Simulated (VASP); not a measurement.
# C (I4_1/amd) in VASP: single point with RPBE

Aim: the single point of C with RPBE.

All numbers are computed with VASP 6.6.1; they aren't measurements. Logs are shortened: lines on timing, memory, paths and dates and some standing lists are left out, and cuts for length are marked.

## (1) The cell of the first run

The structure is tetragonal, space group I4_1/amd (No. 141). Conventional cell: a = 2.648 Å, b = 2.648 Å, c = 3.567 Å, α = 90.00°, β = 90.00°, γ = 90.00°. C (site symmetry -4m2) has 4 C at 1.60 Å within 2.1 Å.

## (2) Single point, RPBE

INCAR

```
SYSTEM = C
  PREC = Accurate
  ENCUT = 600
  EDIFF = 1E-6
  ISMEAR = 0
  SIGMA = 0.05
  LREAL = .FALSE.
  LASPH = .TRUE.
  NELM = 120
  ALGO = Normal
  ISIF = 2
  LWAVE = .FALSE.
  LCHARG = .FALSE.
  GGA = RP
  NBANDS = 11
  GGA_COMPAT = .FALSE.
```

KPOINTS

```
Automatic mesh
0
G
  12 12 12
  0 0 0
```

POSCAR

```
C
1.0
    0.0000000000      1.8725700000      1.7834000000
    1.8725700000      0.0000000000      1.7834000000
    1.8725700000      1.8725700000      0.0000000000
C
2
Direct
    0.5000000000      0.5000000000      0.5000000000
    0.7500000000      0.7500000000      0.7500000000
```

Potentials or basis: VASP PAW PBE potentials, release 64 (C).

Run with:

```
> cat potpaw_PBE.64/C/POTCAR > POTCAR
> mpirun -np 1 vasp_std > vasp.out
```

OUTCAR:

```text
SYSTEM = C
   PREC = Accurate
   ENCUT = 600
   EDIFF = 1E-6
   ISMEAR = 0
   LREAL = .FALSE.
   LASPH = .TRUE.
   NELM = 120
   ISIF = 2
   GGA = RP

 ion  position               nearest neighbor table
   1  0.500  0.500  0.500-   2 1.60   2 1.60   2 1.60   2 1.60
   2  0.750  0.750  0.750-   1 1.60   1 1.60   1 1.60   1 1.60

  LATTYP: Found a body centered tetragonal cell.
 ALAT       =     2.6482138905
 C/A-ratio  =     1.3468700594

  Lattice vectors:

 A1 = (   0.0000000000,  -1.8725700000,  -1.7834000000)
 A2 = (   0.0000000000,   1.8725700000,  -1.7834000000)
 A3 = (   1.8725700000,   0.0000000000,   1.7834000000)

Analysis of symmetry for initial positions (statically):
=====================================================================
 Subroutine PRICEL returns:
 Original cell was already a primitive cell.

 Routine SETGRP: Setting up the symmetry group for a
 body centered tetragonal supercell.

 Subroutine GETGRP returns: Found 16 space group operations
 (whereof  8 operations were pure point group operations)
 out of a pool of 16 trial point group operations.

The static configuration has the point symmetry D_2d.
 The point group associated with its full space group is D_4h.

Analysis of symmetry for dynamics (positions and initial velocities):
=====================================================================
 Subroutine PRICEL returns:
 Original cell was already a primitive cell.

 Routine SETGRP: Setting up the symmetry group for a
 body centered tetragonal supercell.

 Subroutine GETGRP returns: Found 16 space group operations
 (whereof  8 operations were pure point group operations)
 out of a pool of 16 trial point group operations.

The dynamic configuration has the point symmetry D_2d.
 The point group associated with its full space group is D_4h.

 Subroutine INISYM returns: Found 16 space group operations
 (whereof  8 operations are pure point group operations),
 and found     1 'primitive' translations

----------------------------------------------------------------------------------------

                                     Primitive cell

  volume of cell :      12.5070

  direct lattice vectors                    reciprocal lattice vectors
     0.000000000  1.872570000  1.783400000    -0.267012715  0.267012715  0.280363351
     1.872570000  0.000000000  1.783400000     0.267012715 -0.267012715  0.280363351
     1.872570000  1.872570000  0.000000000     0.267012715  0.267012715 -0.280363351

  length of vectors
     2.585930000  2.585930000  2.648213890     0.470313926  0.470313926  0.470313926

  position of ions in fractional coordinates (direct lattice)
     0.500000000  0.500000000  0.500000000
     0.750000000  0.750000000  0.750000000

  ion indices of the primitive-cell ions
   primitive index   ion index
                 1           1
                 2           2

----------------------------------------------------------------------------------------

 KPOINTS: Automatic mesh

Automatic generation of k-mesh.
 Grid dimensions read from file:
 generate k-points for:   12   12   12

 Generating k-lattice:

  Cartesian coordinates                     Fractional coordinates (reciprocal lattice)
    -0.022251060  0.022251060  0.023363613     0.083333333  0.000000000  0.000000000
     0.022251060 -0.022251060  0.023363613     0.000000000  0.083333333  0.000000000
     0.022251060  0.022251060 -0.023363613    -0.000000000 -0.000000000  0.083333333

  Length of vectors
     0.039192827  0.039192827  0.039192827

  Shift w.r.t. Gamma in fractional coordinates (k-lattice)
     0.000000000  0.000000000  0.000000000

 Subroutine IBZKPT returns following result:
 ===========================================

 Found    163 irreducible k-points:

 Following reciprocal coordinates:
            Coordinates               Weight
  0.000000  0.000000  0.000000      1.000000
  0.083333 -0.000000  0.000000      8.000000
  0.166667 -0.000000  0.000000      8.000000
  0.250000  0.000000  0.000000      8.000000
  0.333333  0.000000  0.000000      8.000000
  0.416667 -0.000000  0.000000      8.000000
[... 16 lines left out ...]
  0.500000  0.166667  0.000000      8.000000
 -0.416667  0.166667  0.000000      8.000000
 [... further k-points ...]
   k-points           NKPTS =    163   k-points in BZ     NKDIM =    163   number of bands    NBANDS=     11
   number of dos      NEDOS =    301   number of ions     NIONS =      2
   total plane-waves  NPLWV =  13824
   dimension x,y,z NGX =    24 NGY =   24 NGZ =   24
   dimension x,y,z NGXF=    48 NGYF=   48 NGZF=   48
   ions per type =               2
   NGX,Y,Z   is equivalent  to a cutoff of  15.43, 15.43, 15.07 a.u.
   NGXF,Y,Z  is equivalent  to a cutoff of  30.86, 30.86, 30.13 a.u.
 SYSTEM =  C
   PREC   = accura    normal or accurate (medium, high low for compatibility)
   ISTART =      0    job   : 0-new  1-cont  2-samecut
   ICHARG =      2    charge: 1-file 2-atom 10-const
   ISPIN  =      1    spin polarized calculation?
   LNONCOLLINEAR =      F non collinear calculations
   LSORBIT =      F    spin-orbit coupling
   LASPH  =      T    aspherical Exc in radial PAW
   ENCUT  =  600.0 eV  44.10 Ry    6.64 a.u.   5.16  5.16  5.29*2*pi/ulx,y,z
   NELM   =    120;   NELMIN=  2; NELMDL= -5     # of ELM steps
   EDIFF  = 0.1E-05   stopping-criterion for ELM
   LREAL  =      F    real-space projection
   EDIFFG = 0.1E-04   stopping-criterion for IOM
   NSW    =      0    number of steps for IOM
   IBRION =     -1    ionic relax: 0-MD 1-quasi-New 2-CG
   NFREE  =      0    steps in history (QN), initial steepest desc. (CG)
   ISIF   =      2    stress and relaxation
   ISYM   =      2    0-nonsym 1-usesym 2-fastsym
   POTIM  = 0.5000    time-step for ionic-motion
   TEBEG  =    0.0;   TEEND  =   0.0 temperature during run
   PSTRESS=    0.0 pullay stress
   NELECT =       8.0000    total number of electrons
   NUPDOWN=      -1.0000    fix difference up-down
   EMIN   =  10.00;   EMAX   =-10.00  energy-range for DOS
   EFERMI =   0.00;   METHOD = LEGACY
   ISMEAR =     0;   SIGMA  =   0.05  broadening in eV -4-tet -1-fermi 0-gaus
   EFERMI_NEDOS =   21; number of points for ismear=-14 and -15
   IALGO  =     38    algorithm
   IMIX   =      4    mixing-type and parameters
     AMIX     =   0.40;   BMIX     =  1.00
     AMIX_MAG =   1.60;   BMIX_MAG =  1.00
  volume/ion in A,a.u.               =       6.25        42.20
  Fermi-wavevector in a.u.,A,eV,Ry     =   1.410544  2.665541 27.070606  1.989633
  Thomas-Fermi vector in A             =   2.532487
   LORBIT       =      0    0 simple, 1 ext, 2 COOP (PROOUT), +10 PAW based schemes
   GGA     = RP    functional components
   LHFCALC =     F    Hartree Fock is set to
   AEXX    =    0.0000 exact exchange contribution
   IVDW    =     0    specifies the selected vdW correction
   LEPSILON=     F    determine dielectric tensor
   LRPA    =     F    only Hartree local field effects (RPA)
 non-spin polarized calculation
 Gauss-broadening in eV      SIGMA  =   0.05
  energy-cutoff  :      600.00
  volume of cell :       12.51
 maximum number of plane-waves:       435
 NGX is ok and might be reduce to    24
   NGX = 11   NGY = 11   NGZ = 11

 number of electron       7.9999999 magnetization

 Free energy of the ion-electron system (eV)
  ---------------------------------------------------
  ext. energy  EPLUGINS =         0.00000000
  ---------------------------------------------------
  free energy    TOTEN  =       -17.10184440 eV

  energy without entropy =      -17.10184440  energy(sigma->0) =      -17.10184440

 E-fermi :   9.1751     XC(G=0): -12.6733

 val. band max:        8.9225551508   @ k =   0.0000   0.0000   0.0000
 cond. band min:      11.7316883915   @ k =   0.3333   0.3333   0.0000
 fundamental gap:      2.8091332407
 Fermi energy:         9.1750583411

 k-point     1 :       0.0000    0.0000    0.0000
  band No.  band energies     occupation
      1     -11.7922      2.00000
      2       8.2722      2.00000
      3       8.2722      2.00000
      4       8.9226      2.00000
      5      13.4525      0.00000
      6      14.0321      0.00000
      7      14.0321      0.00000
      8      19.5575      0.00000
      9      26.7493      0.00000
     10      32.7290      0.00000
     11      34.2389      0.00000

 k-point     2 :       0.0833   -0.0000    0.0000
  band No.  band energies     occupation
      1     -11.6125      2.00000
      2       7.2863      2.00000
      3       7.9722      2.00000
      4       8.4880      2.00000
      5      13.8481      0.00000
      6      14.3976      0.00000
      7      14.6208      0.00000
      8      19.8035      0.00000
      9      27.0616      0.00000
     10      31.1462      0.00000
     11      32.2765      0.00000

 k-point     3 :       0.1667   -0.0000    0.0000
  band No.  band energies     occupation
      1     -11.0755      2.00000
      2       4.9637      2.00000
      3       7.3043      2.00000
      4       7.8371      2.00000
      5      14.6037      0.00000
      6      15.1855      0.00000
      7      15.5488      0.00000
      8      20.5351      0.00000
      9      27.7082      0.00000
     10      29.9008      0.00000
     11      30.8029      0.00000
[... 267 lines left out ...]
 k-point    23 :       0.5000    0.1667    0.0000
  band No.  band energies     occupation
      1      -6.3778      2.00000
      2      -2.8052      2.00000
      3       4.2969      2.00000
      4       4.4768      2.00000
      5      14.5730      0.00000
      6      18.4765      0.00000
      7      18.8666      0.00000
      8      21.3921      0.00000
      9      27.8568      0.00000
     10      30.9787      0.00000
     11      33.8070      0.00000

 k-point    24 :      -0.4167    0.1667    0.0000
  band No.  band energies     occupation
      1      -6.2035      2.00000
      2      -3.0290      2.00000
      3       3.8425      2.00000
      4       4.8009      2.00000
      5      14.9046      0.00000
      6      18.0755      0.00000
      7      18.9453      0.00000
      8      22.6331      0.00000
      9      26.8535      0.00000
     10      31.4718      0.00000
     11      31.5999      0.00000

 [... further k-points ...]

------------------------ aborting loop because EDIFF is reached ----------------------------------------

  FORCE on cell =-STRESS in cart. coord.  units (eV):
  Direction    XX          YY          ZZ          XY          YZ          ZX
  --------------------------------------------------------------------------------------
  -------------------------------------------------------------------------------------
  Total       -3.2557779     -3.2557779     -0.2330604      0.0000000      0.0000000      0.0000000
  in kB     -417.0714577   -417.0714577    -29.8554924      0.0000000      0.0000000      0.0000000
  external PRESSURE =    -287.9994693 kB  Pullay stress =       0.0000000 kB

 VOLUME and BASIS-vectors are now :
 -----------------------------------------------------------------------------
  energy-cutoff  :      600.00
  volume of cell :       12.51
      direct lattice vectors                 reciprocal lattice vectors
     0.000000000  1.872570000  1.783400000    -0.267012715  0.267012715  0.280363351
     1.872570000  0.000000000  1.783400000     0.267012715 -0.267012715  0.280363351
     1.872570000  1.872570000  0.000000000     0.267012715  0.267012715 -0.280363351

 POSITION                                       TOTAL-FORCE (eV/Angst)
 -----------------------------------------------------------------------------------
      1.87257      1.87257      1.78340        -0.000000     -0.000000      0.000000
      2.80886      2.80886      2.67510         0.000000      0.000000     -0.000000
 -----------------------------------------------------------------------------------
    total drift:                                0.000000      0.000000      0.000000

  FREE ENERGIE OF THE ION-ELECTRON SYSTEM (eV)
  ---------------------------------------------------
  free  energy   TOTEN  =       -17.1018444030 eV

  energy  without entropy=      -17.1018444030  energy(sigma->0) =      -17.10184440
```

Run time: 28 s. Hardware: 1 thread of Intel Xeon 8259CL, shared host; peak memory 0.14 GiB.

Results:

```yaml
Free_energy: -17.1018 eV
Pressure: -28.8 GPa
Band_gap_on_the_k_mesh: 2.81 eV (least direct gap 4.53 eV)
```

Stress tensor (GPa, compression positive):
```
-41.71   0.00   0.00
  0.00 -41.71   0.00
  0.00   0.00  -2.99
```

Caveat: the stress differs along the axes, from -42 to -3 GPa; the PAW data sets were made with another functional, which shifts forces and pressure a little. A k mesh can miss the band edges.
